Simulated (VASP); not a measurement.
# CdTe (F-43m) in VASP: further runs

The runs below take CdTe through single point, with PBE, BLYP, revPBE.

Everything below comes from runs of VASP 6.6.1. Logs are shortened: lines on timing, memory, paths and dates and some standing lists are left out, and cuts for length are marked.

**1. The cell of the first run**

The structure is cubic, space group F-43m (No. 216). The conventional cell has a = 6.410 Å, b = 6.410 Å, c = 6.410 Å, α = 90.00°, β = 90.00°, γ = 90.00°. Cd (site symmetry -43m) has 4 Te at 2.78 Å within 3.7 Å. Within 3.7 Å of Te (site symmetry -43m) lie 4 Cd at 2.78 Å.

**2. Single point, PBE**

File INCAR:

```
SYSTEM = CdTe
PREC = Accurate
ENCUT = 520
EDIFF = 1E-6
ISMEAR = 0
SIGMA = 0.05
LREAL = .False.
LASPH = .True.
NELM = 60
ALGO = Normal
ISIF = 2
LWAVE = .False.
LCHARG = .True.
GGA = PE
LELF = .True.
LVHAR = .True.
NBANDS = 16
```

File KPOINTS:

```
Automatic mesh
0
Gamma
  6 6 6
  0 0 0
```

File POSCAR:

```
CdTe
1.0
    0.0000000000      3.2049986979      3.2049986979
    3.2049986979      0.0000000000      3.2049986979
    3.2049986979      3.2049986979      0.0000000000
Cd Te
1 1
Direct
    0.0000000000      0.0000000000      0.0000000000
    0.2500000000      0.2500000000      0.2500000000
```

Potentials or basis: VASP PAW PBE potentials, release 64 (Cd, Te).

Run with:

```sh
> cat potpaw_PBE.64/Cd/POTCAR potpaw_PBE.64/Te/POTCAR > POTCAR
> mpirun -np 1 vasp_std > vasp.out
```

OUTCAR:

```text
SYSTEM = CdTe
   PREC = Accurate
   ENCUT = 520
   EDIFF = 1E-6
   ISMEAR = 0
   LREAL = .False.
   LASPH = .True.
   NELM = 60
   ISIF = 2
   GGA = PE

 ion  position               nearest neighbor table
   1  0.000  0.000  0.000-   2 2.78   2 2.78   2 2.78   2 2.78
   2  0.250  0.250  0.250-   1 2.78   1 2.78   1 2.78   1 2.78

  LATTYP: Found a face centered cubic cell.
 ALAT       =     6.4099973958

  Lattice vectors:

 A1 = (   0.0000000000,   3.2049986979,   3.2049986979)
 A2 = (   3.2049986979,   0.0000000000,   3.2049986979)
 A3 = (   3.2049986979,   3.2049986979,   0.0000000000)

Analysis of symmetry for initial positions (statically):
=====================================================================
 Subroutine PRICEL returns:
 Original cell was already a primitive cell.

 Routine SETGRP: Setting up the symmetry group for a
 face centered cubic supercell.

 Subroutine GETGRP returns: Found 24 space group operations
 (whereof 24 operations were pure point group operations)
 out of a pool of 48 trial point group operations.

The static configuration has the point symmetry T_d .

Analysis of symmetry for dynamics (positions and initial velocities):
=====================================================================
 Subroutine PRICEL returns:
 Original cell was already a primitive cell.

 Routine SETGRP: Setting up the symmetry group for a
 face centered cubic supercell.

 Subroutine GETGRP returns: Found 24 space group operations
 (whereof 24 operations were pure point group operations)
 out of a pool of 48 trial point group operations.

The dynamic configuration has the point symmetry T_d .

 Subroutine INISYM returns: Found 24 space group operations
 (whereof 24 operations are pure point group operations),
 and found     1 'primitive' translations

----------------------------------------------------------------------------------------

                                     Primitive cell

  volume of cell :      65.8436

  direct lattice vectors                    reciprocal lattice vectors
     0.000000000  3.204998698  3.204998698    -0.156006304  0.156006304  0.156006304
     3.204998698  0.000000000  3.204998698     0.156006304 -0.156006304  0.156006304
     3.204998698  3.204998698  0.000000000     0.156006304  0.156006304 -0.156006304

  length of vectors
[... 71 lines left out ...]
   ENCUT  =  520.0 eV  38.22 Ry    6.18 a.u.   8.43  8.43  8.43*2*pi/ulx,y,z
   NELM   =     60;   NELMIN=  2; NELMDL= -5     # of ELM steps
   EDIFF  = 0.1E-05   stopping-criterion for ELM
   LREAL  =      F    real-space projection
   EDIFFG = 0.1E-04   stopping-criterion for IOM
   NSW    =      0    number of steps for IOM
   IBRION =     -1    ionic relax: 0-MD 1-quasi-New 2-CG
   NFREE  =      0    steps in history (QN), initial steepest desc. (CG)
   ISIF   =      2    stress and relaxation
   ISYM   =      2    0-nonsym 1-usesym 2-fastsym
   POTIM  = 0.5000    time-step for ionic-motion
   TEBEG  =    0.0;   TEEND  =   0.0 temperature during run
   PSTRESS=    0.0 pullay stress
   NELECT =      18.0000    total number of electrons
   NUPDOWN=      -1.0000    fix difference up-down
   EMIN   =  10.00;   EMAX   =-10.00  energy-range for DOS
   EFERMI =   0.00;   METHOD = LEGACY
   ISMEAR =     0;   SIGMA  =   0.05  broadening in eV -4-tet -1-fermi 0-gaus
   EFERMI_NEDOS =   21; number of points for ismear=-14 and -15
   IALGO  =     38    algorithm
   IMIX   =      4    mixing-type and parameters
     AMIX     =   0.40;   BMIX     =  1.00
     AMIX_MAG =   1.60;   BMIX_MAG =  1.00
  volume/ion in A,a.u.               =      32.92       222.17
  Fermi-wavevector in a.u.,A,eV,Ry     =   1.062497  2.007829 15.359622  1.128900
  Thomas-Fermi vector in A             =   2.197950
   LORBIT       =      0    0 simple, 1 ext, 2 COOP (PROOUT), +10 PAW based schemes
   GGA     = PE    functional components
   LHFCALC =     F    Hartree Fock is set to
   AEXX    =    0.0000 exact exchange contribution
   IVDW    =     0    specifies the selected vdW correction
   LEPSILON=     F    determine dielectric tensor
   LRPA    =     F    only Hartree local field effects (RPA)
 non-spin polarized calculation
 Gauss-broadening in eV      SIGMA  =   0.05
  energy-cutoff  :      520.00
  volume of cell :       65.84
 maximum number of plane-waves:      1807
 NGX is ok and might be reduce to    36
   NGX = 17   NGY = 17   NGZ = 17

 number of electron      17.9999995 magnetization

 Free energy of the ion-electron system (eV)
  ---------------------------------------------------
  ext. energy  EPLUGINS =         0.00000000
  ---------------------------------------------------
  free energy    TOTEN  =        -4.72107774 eV

  energy without entropy =       -4.72107774  energy(sigma->0) =       -4.72107774

 E-fermi :   2.8826     XC(G=0):  -8.7308

 val. band max:        2.6573081705   @ k =   0.0000   0.0000   0.0000
 cond. band min:       3.5293111498   @ k =   0.0000   0.0000   0.0000
 fundamental gap:      0.8720029793
 Fermi energy:         2.8825875124

 k-point     1 :       0.0000    0.0000    0.0000
  band No.  band energies     occupation
      1      -8.7108      2.00000
      2      -5.7523      2.00000
      3      -5.7523      2.00000
      4      -5.7523      2.00000
      5      -5.4667      2.00000
      6      -5.4667      2.00000
[... 281 lines left out ...]
      3      -5.6060      2.00000
      4      -5.5198      2.00000
      5      -5.4532      2.00000
      6      -4.8647      2.00000
[... 8 lines left out ...]
     15      13.8576      0.00000
     16      14.1570      0.00000

------------------------ aborting loop because EDIFF is reached ----------------------------------------

  FORCE on cell =-STRESS in cart. coord.  units (eV):
  Direction    XX          YY          ZZ          XY          YZ          ZX
  --------------------------------------------------------------------------------------
  -------------------------------------------------------------------------------------
  Total        1.8138876      1.8138876      1.8138876      0.0000000      0.0000000     -0.0000000
  in kB       44.1374644     44.1374644     44.1374644      0.0000000      0.0000000     -0.0000000
  external PRESSURE =      44.1374644 kB  Pullay stress =       0.0000000 kB

 VOLUME and BASIS-vectors are now :
 -----------------------------------------------------------------------------
  energy-cutoff  :      520.00
  volume of cell :       65.84
      direct lattice vectors                 reciprocal lattice vectors
     0.000000000  3.204998698  3.204998698    -0.156006304  0.156006304  0.156006304
     3.204998698  0.000000000  3.204998698     0.156006304 -0.156006304  0.156006304
     3.204998698  3.204998698  0.000000000     0.156006304  0.156006304 -0.156006304

 POSITION                                       TOTAL-FORCE (eV/Angst)
 -----------------------------------------------------------------------------------
      0.00000      0.00000      0.00000         0.000000      0.000000      0.000000
      1.60250      1.60250      1.60250        -0.000000     -0.000000     -0.000000
 -----------------------------------------------------------------------------------
    total drift:                               -0.000000     -0.000000     -0.000000

  FREE ENERGIE OF THE ION-ELECTRON SYSTEM (eV)
  ---------------------------------------------------
  free  energy   TOTEN  =        -4.7210777409 eV

  energy  without entropy=       -4.7210777409  energy(sigma->0) =       -4.72107774
```

OSZICAR:

```text
N       E                     dE             d eps       ncg     rms          rms(c)
DAV:   1     0.102015624001E+03    0.10202E+03   -0.83057E+03   520   0.975E+02
DAV:   2    -0.124315268589E+01   -0.10326E+03   -0.97493E+02   600   0.238E+02
DAV:   3    -0.491521888297E+01   -0.36721E+01   -0.36644E+01   664   0.466E+01
DAV:   4    -0.495029021638E+01   -0.35071E-01   -0.35070E-01   744   0.388E+00
DAV:   5    -0.495045172736E+01   -0.16151E-03   -0.16151E-03   680   0.220E-01    0.602E+00
DAV:   6    -0.473589781585E+01    0.21455E+00   -0.36804E-01   592   0.754E+00    0.485E+00
DAV:   7    -0.471981525346E+01    0.16083E-01   -0.11306E-01   584   0.221E+00    0.180E+00
DAV:   8    -0.472067853354E+01   -0.86328E-03   -0.11619E-02   576   0.124E+00    0.492E-01
DAV:   9    -0.472098440295E+01   -0.30587E-03   -0.96830E-04   624   0.338E-01    0.121E-01
DAV:  10    -0.472104202063E+01   -0.57618E-04   -0.11436E-04   664   0.103E-01    0.567E-02
DAV:  11    -0.472107868695E+01   -0.36666E-04   -0.71337E-05   560   0.595E-02    0.327E-02
DAV:  12    -0.472107774086E+01    0.94608E-06   -0.28426E-06   608   0.159E-02
   1 F= -.47210777E+01 E0= -.47210777E+01  d E =-.598056E-12
```

It took 27 s on 1 thread of Intel Xeon 6975P-C, shared host; peak memory 0.21 GiB.

Results:

```
Free energy            : -4.7211 eV
Pressure               : 4.4 GPa
Band gap on the k mesh : 0.87 eV, direct
```

Caveat: spin-orbit coupling is left out, which moves the levels of the heavy elements. PBE gaps usually lie below the measured ones, often by a third to a half.

**3. Single point, BLYP**

File INCAR:

```
SYSTEM = CdTe
PREC = Accurate
ENCUT = 520
EDIFF = 1E-6
ISMEAR = 0
SIGMA = 0.05
LREAL = .FALSE.
LASPH = .TRUE.
NELM = 80
ALGO = Normal
ISIF = 2
LWAVE = .FALSE.
LCHARG = .FALSE.
GGA = B5
ALDAX = 1.0
AGGAX = 1.0
AGGAC = 1.0
ALDAC = 0.0
NBANDS = 16
```

File KPOINTS:

```
regular mesh
0
G
  6 6 6
  0 0 0
```

POSCAR is that of step 2.

Potentials or basis: VASP PAW PBE potentials, release 64 (Cd, Te).

Run with:

```sh
> cat potpaw_PBE.64/Cd/POTCAR potpaw_PBE.64/Te/POTCAR > POTCAR
> mpirun -np 1 vasp_std > vasp.out
```

Run time: 57 s. Hardware: 1 thread of Intel Xeon 6975P-C, shared host; peak memory 0.21 GiB.

It converged, with:

```yaml
Free_energy: -3.5945 eV
Pressure: 7.3 GPa
Band_gap_on_the_k_mesh: 0.82 eV, direct
```

Levels at points of the mesh, in eV from the valence-band top:
```csv
k point,band 6,band 7,band 8,band 9,band 10,band 11,band 12,band 13
"(0.00, 0.00, 0.00)",-8.19,0.00,0.00,0.00,0.82,4.60,4.60,4.60
"(0.50, 0.00, 0.00)",-7.81,-4.60,-0.82,-0.82,1.83,5.22,5.22,7.23
"(0.50, 0.50, 0.00)",-7.66,-4.48,-1.96,-1.96,2.63,2.68,9.08,9.26
```

Caveat: the PAW data sets were made with another functional, which shifts forces and pressure a little; spin-orbit coupling is left out, which moves the levels of the heavy elements.

**4. Single point, revPBE**

File INCAR:

```
PREC     = Accurate       # precision mode
ENCUT    = 520            # plane-wave cutoff, eV
EDIFF    = 1E-6           # SCF threshold, eV
ISMEAR   = 0              # smearing method
SIGMA    = 0.05           # smearing width, eV
LREAL    = F              # projectors in reciprocal space
LASPH    = T              # aspherical terms in the spheres
NELM     = 60             # most SCF steps
ALGO     = Normal         # electronic algorithm
ISIF     = 2              # what is computed and relaxed
LWAVE    = F              # write WAVECAR
LCHARG   = F              # write CHGCAR
GGA      = RE             # functional
NBANDS   = 16             # bands
```

File KPOINTS:

```
Automatic mesh
0
Gamma
  6 6 6
```

POSCAR is that of step 3.

Potentials or basis: VASP PAW PBE potentials, release 64 (Cd, Te).

Run with:

```sh
> cat potpaw_PBE.64/Cd/POTCAR potpaw_PBE.64/Te/POTCAR > POTCAR
> mpirun -np 1 vasp_std > vasp.out
```

OUTCAR:

```text
PREC = Accurate
   ENCUT = 520
   EDIFF = 1E-6
   ISMEAR = 0
   LREAL = F
   LASPH = T
   NELM = 60
   ISIF = 2
   GGA = RE

 ion  position               nearest neighbor table
   1  0.000  0.000  0.000-   2 2.78   2 2.78   2 2.78   2 2.78
   2  0.250  0.250  0.250-   1 2.78   1 2.78   1 2.78   1 2.78

  LATTYP: Found a face centered cubic cell.
 ALAT       =     6.4099973958

  Lattice vectors:

 A1 = (   0.0000000000,   3.2049986979,   3.2049986979)
 A2 = (   3.2049986979,   0.0000000000,   3.2049986979)
 A3 = (   3.2049986979,   3.2049986979,   0.0000000000)

Analysis of symmetry for initial positions (statically):
=====================================================================
 Subroutine PRICEL returns:
 Original cell was already a primitive cell.

 Routine SETGRP: Setting up the symmetry group for a
 face centered cubic supercell.

 Subroutine GETGRP returns: Found 24 space group operations
 (whereof 24 operations were pure point group operations)
 out of a pool of 48 trial point group operations.

The static configuration has the point symmetry T_d .

Analysis of symmetry for dynamics (positions and initial velocities):
=====================================================================
 Subroutine PRICEL returns:
 Original cell was already a primitive cell.

 Routine SETGRP: Setting up the symmetry group for a
 face centered cubic supercell.

 Subroutine GETGRP returns: Found 24 space group operations
 (whereof 24 operations were pure point group operations)
 out of a pool of 48 trial point group operations.

The dynamic configuration has the point symmetry T_d .

 Subroutine INISYM returns: Found 24 space group operations
 (whereof 24 operations are pure point group operations),
 and found     1 'primitive' translations

----------------------------------------------------------------------------------------

                                     Primitive cell
[... 100 lines left out ...]
   IMIX   =      4    mixing-type and parameters
     AMIX     =   0.40;   BMIX     =  1.00
     AMIX_MAG =   1.60;   BMIX_MAG =  1.00
  volume/ion in A,a.u.               =      32.92       222.17
  Fermi-wavevector in a.u.,A,eV,Ry     =   1.062497  2.007829 15.359622  1.128900
  Thomas-Fermi vector in A             =   2.197950
   LORBIT       =      0    0 simple, 1 ext, 2 COOP (PROOUT), +10 PAW based schemes
   GGA     = RE    functional components
   LHFCALC =     F    Hartree Fock is set to
   AEXX    =    0.0000 exact exchange contribution
   IVDW    =     0    specifies the selected vdW correction
   LEPSILON=     F    determine dielectric tensor
   LRPA    =     F    only Hartree local field effects (RPA)
 non-spin polarized calculation
 Gauss-broadening in eV      SIGMA  =   0.05
  energy-cutoff  :      520.00
  volume of cell :       65.84
 maximum number of plane-waves:      1807
 NGX is ok and might be reduce to    36
   NGX = 17   NGY = 17   NGZ = 17

 number of electron      17.9999995 magnetization

 Free energy of the ion-electron system (eV)
  ---------------------------------------------------
  ext. energy  EPLUGINS =         0.00000000
  ---------------------------------------------------
  free energy    TOTEN  =        -4.11332410 eV

  energy without entropy =       -4.11332410  energy(sigma->0) =       -4.11332410

 E-fermi :   2.9500     XC(G=0):  -8.5770

 val. band max:        2.7387459549   @ k =   0.0000   0.0000   0.0000
 cond. band min:       3.7206907061   @ k =   0.0000   0.0000   0.0000
 fundamental gap:      0.9819447512
 Fermi energy:         2.9499589893

 k-point     1 :       0.0000    0.0000    0.0000
  band No.  band energies     occupation
      1      -8.5973      2.00000
      2      -5.6738      2.00000
      3      -5.6738      2.00000
      4      -5.6738      2.00000
      5      -5.3897      2.00000
      6      -5.3897      2.00000
[... 281 lines left out ...]
      3      -5.5277      2.00000
      4      -5.4418      2.00000
      5      -5.3762      2.00000
      6      -4.7814      2.00000
[... 8 lines left out ...]
     15      13.9548      0.00000
     16      14.3308      0.00000

------------------------ aborting loop because EDIFF is reached ----------------------------------------

  FORCE on cell =-STRESS in cart. coord.  units (eV):
  Direction    XX          YY          ZZ          XY          YZ          ZX
  --------------------------------------------------------------------------------------
  -------------------------------------------------------------------------------------
  Total        2.3341604      2.3341604      2.3341604     -0.0000000      0.0000000      0.0000000
  in kB       56.7973037     56.7973037     56.7973037     -0.0000000      0.0000000      0.0000000
  external PRESSURE =      56.7973037 kB  Pullay stress =       0.0000000 kB

 VOLUME and BASIS-vectors are now :
 -----------------------------------------------------------------------------
  energy-cutoff  :      520.00
  volume of cell :       65.84
      direct lattice vectors                 reciprocal lattice vectors
     0.000000000  3.204998698  3.204998698    -0.156006304  0.156006304  0.156006304
     3.204998698  0.000000000  3.204998698     0.156006304 -0.156006304  0.156006304
     3.204998698  3.204998698  0.000000000     0.156006304  0.156006304 -0.156006304

 POSITION                                       TOTAL-FORCE (eV/Angst)
 -----------------------------------------------------------------------------------
      0.00000      0.00000      0.00000        -0.000000      0.000000     -0.000000
      1.60250      1.60250      1.60250         0.000000     -0.000000      0.000000
 -----------------------------------------------------------------------------------
    total drift:                               -0.000000     -0.000000     -0.000000

  FREE ENERGIE OF THE ION-ELECTRON SYSTEM (eV)
  ---------------------------------------------------
  free  energy   TOTEN  =        -4.1133240953 eV

  energy  without entropy=       -4.1133240953  energy(sigma->0) =       -4.11332410
```

OSZICAR:

```text
N       E                     dE             d eps       ncg     rms          rms(c)
DAV:   1     0.102771234607E+03    0.10277E+03   -0.83164E+03   520   0.975E+02
DAV:   2    -0.613800708963E+00   -0.10339E+03   -0.97726E+02   600   0.238E+02
DAV:   3    -0.429007434533E+01   -0.36763E+01   -0.36686E+01   656   0.467E+01
DAV:   4    -0.432550250085E+01   -0.35428E-01   -0.35426E-01   752   0.391E+00
DAV:   5    -0.432566869195E+01   -0.16619E-03   -0.16619E-03   688   0.224E-01    0.614E+00
DAV:   6    -0.412322854723E+01    0.20244E+00   -0.34317E-01   584   0.715E+00    0.490E+00
DAV:   7    -0.410987965454E+01    0.13349E-01   -0.12230E-01   576   0.228E+00    0.175E+00
DAV:   8    -0.411227415158E+01   -0.23945E-02   -0.12782E-02   576   0.129E+00    0.512E-01
DAV:   9    -0.411308795049E+01   -0.81380E-03   -0.14037E-03   584   0.375E-01    0.118E-01
DAV:  10    -0.411322536263E+01   -0.13741E-03   -0.16472E-04   648   0.123E-01    0.594E-02
DAV:  11    -0.411332422165E+01   -0.98859E-04   -0.18169E-04   560   0.804E-02    0.292E-02
DAV:  12    -0.411332409532E+01    0.12633E-06   -0.34392E-06   664   0.174E-02
   1 F= -.41133241E+01 E0= -.41133241E+01  d E =-.697173E-11
```

It took 34 s on 1 thread of Intel Xeon 6975P-C, shared host; peak memory 0.21 GiB.

Results:

* Free energy: -4.1133 eV
* Pressure: 5.7 GPa
* Band gap on the k mesh: 0.98 eV, direct

Levels at points of the mesh, in eV from the valence-band top:
```tsv
k point	band 5	band 6	band 7	band 8	band 9	band 10	band 11	band 12	band 13	band 14
(0.00, 0.00, 0.00)	-8.13	-8.13	0.00	0.00	0.00	0.98	4.62	4.62	4.62	7.68
(0.50, 0.00, 0.00)	-8.12	-7.74	-4.58	-0.82	-0.82	1.93	5.22	5.22	7.27	8.92
(0.50, 0.50, 0.00)	-8.10	-7.59	-4.44	-1.97	-1.97	2.65	2.73	9.15	9.36	9.36
```

Caveat: the PAW data sets were made with another functional, which shifts forces and pressure a little; spin-orbit coupling is left out, which moves the levels of the heavy elements. revPBE gaps usually lie below the measured ones, often by a third to a half.

**5. Summary**

| level | gap on the mesh (eV) | pressure (GPa) |
| --- | --- | --- |
| PBE | 0.87 | 4.4 |
| BLYP | 0.82 | 7.3 |
| revPBE | 0.98 | 5.7 |

Alike in all rows: task single point; potentials or basis VASP PAW PBE potentials, release 64 (Cd, Te); no spin polarisation; cell as given; k mesh 6 × 6 × 6; cutoff (eV) 520; smearing gaussian 0.05 eV.

On the cell as given the gap runs from 0.82 eV (BLYP) to 0.98 eV (revPBE). The pressure there spans 4.4 GPa (PBE) to 7.3 GPa (BLYP); a positive pressure means that this level wants a larger cell, a negative one a smaller.

Caveats: spin-orbit coupling is left out, which moves the levels of the heavy elements; the PAW data sets were made with another functional, which shifts forces and pressure a little (some runs).

Absolute energies hang on the potentials; compare differences alone.
